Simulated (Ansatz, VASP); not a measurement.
## Two plane-wave programs on Cr

```xyz
1
Lattice="-1.4844 1.4844 1.4844 1.4844 -1.4844 1.4844 1.4844 1.4844 -1.4844" Properties=species:S:1:pos:R:3 pbc="T T T"
Cr    0.0000    0.0000    0.0000
```

Alike in both runs: task single point; functional PBE; k mesh 10 × 10 × 10; occupations fermi-dirac, width 0.05 eV; collinear spin; fixed moment 0.8 μB.

|  | VASP | Ansatz |
| --- | --- | --- |
| version | VASP 6.6.1 | Ansatz 0.2.0 |
| potentials or method | VASP PAW PBE potentials, release 64 (Cr_sv) | Ansatz PAW |
| plane-wave cutoff (eV) | 600 | 420 |
| valence electrons in the cell | 14 | 14 |

Ansatz gave:

* pressure (GPa): -19.1
* net moment per atom (μB): 0.80
* size of the moment on the site where the two differ most (μB): 0.72

Problem. Which values does VASP return?

Solution. Pressure (GPa): -21.7; net moment per atom (μB): 0.80; size of the moment on the site where the two differ most (μB): 0.67.

Site moments also hang on the region over which each program counts them. The functional is the same, so the differences come from potentials, cutoffs and numerics.
